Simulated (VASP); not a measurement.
Here is a VASP 6.6.1 calculation.

INCAR

```
  PREC = Accurate
  ENCUT = 520
  EDIFF = 1E-7
  ISMEAR = 0
  SIGMA = 0.01
  LREAL = False
  LASPH = True
  NELM = 100
  ALGO = Normal
  ISIF = 2
  LWAVE = False
  LCHARG = False
  GGA = PS
  NBANDS = 26
```

The input KPOINTS:

```
regular mesh
0
Gamma
  8 8 4
```

The input POSCAR:

```
ZnO
1.0
    3.2623091211      0.0000000000      0.0000000000
   -1.6311545605      2.8252425739      0.0000000000
    0.0000000000      0.0000000000      5.1616938416
Zn O
2 2
Direct
    0.3333333333      0.6666666667      0.4974126460
    0.6666666667      0.3333333333     -0.0025873540
    0.6666666667      0.3333333333      0.3815973540
    0.3333333333      0.6666666667      0.8815973540
```

Potentials or basis: VASP PAW PBE potentials, release 64 (Zn, O).

Command:

```console
$ cat potpaw_PBE.64/Zn/POTCAR potpaw_PBE.64/O/POTCAR > POTCAR
$ mpirun -np 1 vasp_std > vasp.out
```

Question: Predict the band gap on the k mesh.

Answer: 0.70 eV, direct.

Question: What does it give for the pressure?

Answer: -0.5 GPa.

Question: What does it give for the largest force?

Answer: 0.004 eV/Å.

Forces in eV/Å, atoms in the order of the input:
```
Zn   0.000  0.000 -0.004
Zn   0.000  0.000 -0.004
O    0.000  0.000  0.004
O    0.000  0.000  0.004
```

Caveat: the cell differs from its parent crystal (film at in-plane strain +0.01); the PAW data sets were made with another functional, which shifts forces and pressure a little.
